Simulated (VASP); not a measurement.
# MgS: single point with PBEsol

The system is MgS.

```
Mg S
1.0
     0.00000    2.60440    2.60440
     2.60440    0.00000    2.60440
     2.60440    2.60440    0.00000
Mg S
1 1
Direct
  0.00000 0.00000 0.00000
  0.50000 0.50000 0.50000
```

```json
{
  "Program": "VASP 6.6.1",
  "Task": "single point",
  "Functional": "PBEsol",
  "Potentials or basis": "VASP PAW PBE potentials, release 64 (Mg, S)",
  "Cutoff": "600 eV",
  "k mesh": "6 × 6 × 6",
  "Occupations": "gaussian, width 0.1 eV",
  "Spin": "no spin polarisation"
}
```

| Property | Result |
| --- | --- |
| Pressure | -1.3 GPa |
| Band gap on the k mesh | 2.70 eV, indirect (least direct gap 3.57 eV) |

Levels at points of the mesh, in eV from the valence-band top:
| k point | band 2 | band 3 | band 4 | band 5 | band 6 | band 7 |
| --- | --- | --- | --- | --- | --- | --- |
| (0.00, 0.00, 0.00) | 0.00 | 0.00 | 0.00 | 3.57 | 7.85 | 7.85 |
| (0.50, 0.00, 0.00) | -4.88 | -0.60 | -0.60 | 4.39 | 6.82 | 6.82 |
| (0.50, 0.50, 0.00) | -4.25 | -1.70 | -1.70 | 2.70 | 4.25 | 11.84 |

Wall time 11 s on 1 thread of AMD EPYC 7R43 64-Core Processor (Zen 3) (shared host), peak memory 0.13 GiB.

Caveat: the PAW data sets were made with another functional, which shifts forces and pressure a little. A k mesh can miss the band edges.
